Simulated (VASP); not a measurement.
Runs of VASP 6.6.1 on KBr. The structure is that of space group Fm-3m (No. 225), or close to it. The cells are those of the table. 

```tsv
cell	gap on the mesh (eV)	pressure (GPa)
a = 4.540, b = 4.657, c = 4.657 Å, angles 61.7, 60.8, 60.8°, 2 atoms	4.39	0.9
a = 4.715, b = 4.656, c = 4.656 Å, angles 59.2, 59.6, 59.6°, 2 atoms	4.42	0.9
a = 4.685, b = 4.656, c = 4.656 Å, angles 59.6, 59.8, 59.8°, 2 atoms	(a)	0.9
a = 4.744, b = 4.657, c = 4.657 Å, angles 58.8, 59.4, 59.4°, 2 atoms	4.41	0.9
```

Alike in all rows: task single point; level PBE; potentials or basis VASP PAW PBE potentials, release 64 (K_sv, Br); no spin polarisation; k mesh 6 × 6 × 6; cutoff (eV) 520; smearing gaussian 0.05 eV.

**Question.** Estimate the missing entries.

**Answer.** (a) 4.44.

A k mesh can miss the band edges, and the runs leave out spin-orbit coupling on Br.
